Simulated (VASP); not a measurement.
The system is ScInS3.

```
Sc In S
1.0
    -2.93409    3.39457    3.43736
     2.93409   -3.39457    3.43736
     2.93409    3.39457   -3.43736
Sc In S
1 1 3
Direct
  0.50000 0.50000 0.00000
  0.00000 0.00000 0.00000
  0.63737 0.00000 0.63737
  0.36263 0.00000 0.36263
  0.00000 0.50000 0.50000
```

The cell was generated, and may not be a known phase.

| Quantity | Value |
| --- | --- |
| Program | VASP 6.6.1 |
| Task | relaxation of cell and atoms |
| Functional | PBE |
| Potentials or basis | VASP PAW PBE potentials, release 64 (Sc_sv, In_d, S) |
| Cutoff | 600 eV |
| k mesh | 4 × 4 × 4 |
| Occupations | gaussian, width 0.1 eV |
| Spin | no spin polarisation |

At the start: pressure -0.5 GPa; volume 27.39 Å³/atom.

Task: How do energy, volume and symmetry change on relaxing?

Result: Over 26 steps the energy falls by 584.2 meV/atom and the volume is 35.90 Å³/atom (+31.1 %); space group Immm (No. 71, to 0.1 Å) before and after.

The path:
| step | energy change (eV) | largest force (eV/Å) | pressure (GPa) | volume (Å³) |
| --- | --- | --- | --- | --- |
| 1 | 0.0000 | 3.6847 | -0.52 | 136.94 |
| 2 | -1.8812 | 0.1889 | -5.09 | 133.71 |
| 3 | -2.3582 | 0.3195 | -3.83 | 131.13 |
| 4 | -1.8876 | 1.6287 | 4.69 | 123.99 |
| 5 | -2.4318 | 0.6509 | -2.81 | 129.93 |
| 6 | -2.4303 | 0.7416 | 6.74 | 119.99 |
| 7 | -2.5880 | 0.7463 | 1.36 | 124.73 |
| 8 | -2.6846 | 0.4406 | 1.32 | 127.47 |
| 9 | -2.7452 | 0.6343 | 2.17 | 135.08 |
| 10 | -2.7620 | 0.2970 | 1.78 | 132.74 |
| 11 | -2.7629 | 0.2206 | -1.77 | 143.25 |
| 12 | -2.7899 | 0.2590 | -0.13 | 137.89 |
| 13 | -2.8187 | 0.1728 | -0.07 | 140.86 |
| 14 | -2.8666 | 0.1002 | 0.38 | 149.67 |
| 15 | -2.8109 | 0.9020 | 1.47 | 166.81 |
| 16 | -2.8732 | 0.3200 | 0.66 | 154.52 |
| 17 | -2.8894 | 0.3147 | -0.08 | 161.12 |
| 18 | -2.8922 | 0.3153 | -0.74 | 168.07 |
| 19 | -2.8998 | 0.2780 | -0.68 | 170.65 |
| 20 | -2.9145 | 0.1671 | -0.47 | 178.40 |
| 21 | -2.9043 | 0.0551 | -0.01 | 193.91 |
| 22 | -2.9173 | 0.1006 | -0.34 | 182.89 |
| 23 | -2.9194 | 0.0814 | -0.11 | 181.17 |
| 24 | -2.9198 | 0.0675 | 0.05 | 179.98 |
| 25 | -2.9203 | 0.0527 | 0.02 | 179.85 |
| 26 | -2.9208 | 0.0121 | -0.04 | 179.49 |

Final structure:
```yaml
crystal:
  lattice:
    - [-2.28020, 4.04533, 4.86472]
    - [2.28020, -4.04533, 4.86472]
    - [2.28020, 4.04533, -4.86472]
  atoms:
    - { symbol: Sc, position: [0.50000, 0.50000, 0.00000] }
    - { symbol: In, position: [0.00000, 0.00000, 0.00000] }
    - { symbol: S, position: [0.67034, 0.00000, 0.67034] }
    - { symbol: S, position: [0.32966, 0.00000, 0.32966] }
    - { symbol: S, position: [0.00000, 0.50000, 0.50000] }
```

Caveat: the volume moved by over 15 % at a fixed basis, so the end points are rough.
